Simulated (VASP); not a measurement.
Here is a VASP 6.6.1 calculation.

The input INCAR:

```
PREC = Accurate
ENCUT = 520
EDIFF = 1E-6
ISMEAR = -1
SIGMA = 0.05
LREAL = False
LASPH = True
NELM = 60
ALGO = Normal
ISIF = 2
LWAVE = False
LCHARG = True
GGA = PE
IVDW = 12
LELF = True
LVHAR = True
NBANDS = 21
```

KPOINTS

```
regular mesh
0
Gamma
  11 11 11
```

Contents of POSCAR:

```
Ge
1.0
   -2.5817812798      2.5817812798      1.3969888318
    2.5817812798     -2.5817812798      1.3969888318
    2.5817812798      2.5817812798     -1.3969888318
Ge
2
Direct
    0.5000000000      0.5000000000      0.0000000000
    0.2500000000      0.7500000000      0.5000000000
```

Potentials or basis: VASP PAW PBE potentials, release 64 (Ge_d).

Launch:

```console
$ cat potpaw_PBE.64/Ge_d/POTCAR > POTCAR
$ mpirun -np 1 vasp_std > vasp.out
```

(1) Predict the band gap on the k mesh.

(2) Predict the dispersion energy per atom.

(3) Predict the pressure.

Results:

(1) zero (band 14 reaches 8.43 eV, above the bottom of band 15 at 3.79 eV).

(2) -0.357 eV.

(3) -0.4 GPa.

Caveat: three body term missing; pairwise dispersion overbinds metals, which lowers pressure and volume.
